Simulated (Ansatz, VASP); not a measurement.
One calculation of Zn, two programs

The input POSCAR:

```
Zn
1.0
    1.4671859615      0.8470802098      7.0908176894
   -1.4671859615      0.8470802098      7.0908176894
    0.0000000000     -1.6941604196      7.0908176894
Zn
3
Direct
    0.0000000000      0.0000000000      0.0000000000
    0.2222200000      0.2222200000      0.2222200000
    0.7777800000      0.7777800000      0.7777800000
```

The input INCAR.step1:

```
ALGO     = Normal         # electronic algorithm
EDIFF    = 1E-4           # SCF threshold, eV
ENCUT    = 520            # plane-wave cutoff, eV
GGA      = PE             # functional
ISMEAR   = 0              # smearing method
LASPH    = T              # aspherical terms in the spheres
LCHARG   = F              # write CHGCAR
LREAL    = F              # projectors in reciprocal space
LWAVE    = T              # write WAVECAR
NBANDS   = 25             # bands
NELM     = 80             # most SCF steps
PREC     = Accurate       # precision mode
SIGMA    = 0.1            # smearing width, eV
```

Contents of INCAR.step2:

```
ALGO     = Normal         # electronic algorithm
EDIFF    = 1E-6           # SCF threshold, eV
ENCUT    = 520            # plane-wave cutoff, eV
ISIF     = 2              # what is computed and relaxed
ISMEAR   = 0              # smearing method
ISTART   = 1            
LASPH    = T              # aspherical terms in the spheres
LCHARG   = F              # write CHGCAR
LMIXTAU  = T            
LREAL    = F              # projectors in reciprocal space
LWAVE    = F              # write WAVECAR
METAGGA  = R2SCAN         # meta-GGA
NBANDS   = 25             # bands
NELM     = 80             # most SCF steps
PREC     = Accurate       # precision mode
SIGMA    = 0.1            # smearing width, eV
```

Contents of KPOINTS:

```
k-points
0
Gamma
  9 9 9
```

Input for Ansatz:

```yaml
crystal:
  lattice:
    - [1.4671859615, 0.8470802098, 7.0908176894]
    - [-1.4671859615, 0.8470802098, 7.0908176894]
    - [0.0, -1.6941604196, 7.0908176894]
  atoms:
    - { symbol: Zn, position: [0.0, 0.0, 0.0] }
    - { symbol: Zn, position: [0.22222, 0.22222, 0.22222] }
    - { symbol: Zn, position: [0.77778, 0.77778, 0.77778] }
basis:
  ecutwfc: 500
kpoints:
  mp_grid: { grid: [9, 9, 9] }
hamiltonian:
  xc: r2scan
scf:
  occupations: { method: gaussian, width: 0.1 }
  lower_state_search: "off"
output:
  forces: true
  stress: true
  eigenvalues: true
```

Alike in both runs: task single point; functional r2SCAN; k mesh 9 × 9 × 9; occupations gaussian, width 0.1 eV; no spin polarisation.

|  | VASP | Ansatz |
| --- | --- | --- |
| version | VASP 6.6.1 | Ansatz 0.2.0 |
| potentials or method | VASP PAW PBE potentials, release 64 (Zn), cutoff 520 eV | scalar-relativistic, plane waves, PAW |
| valence electrons in the cell | 36 | 36 |

Ansatz gave:

```
gap on the k mesh at the Fermi level (eV)                     : none
pressure (GPa)                                                : -11.0
traceless stress, the component that is largest in VASP (GPa) : -0.64
```

Which values does VASP return?

gap on the k mesh at the Fermi level (eV): none; pressure (GPa): -10.9; traceless stress, the component that is largest in VASP (GPa): -0.77.

VASP's potentials were made for PBE, not for r2SCAN. A gap of «none» marks a metal or a gap that the smearing closes. With one functional, cell and mesh, what is left measures potentials, basis and numerics.
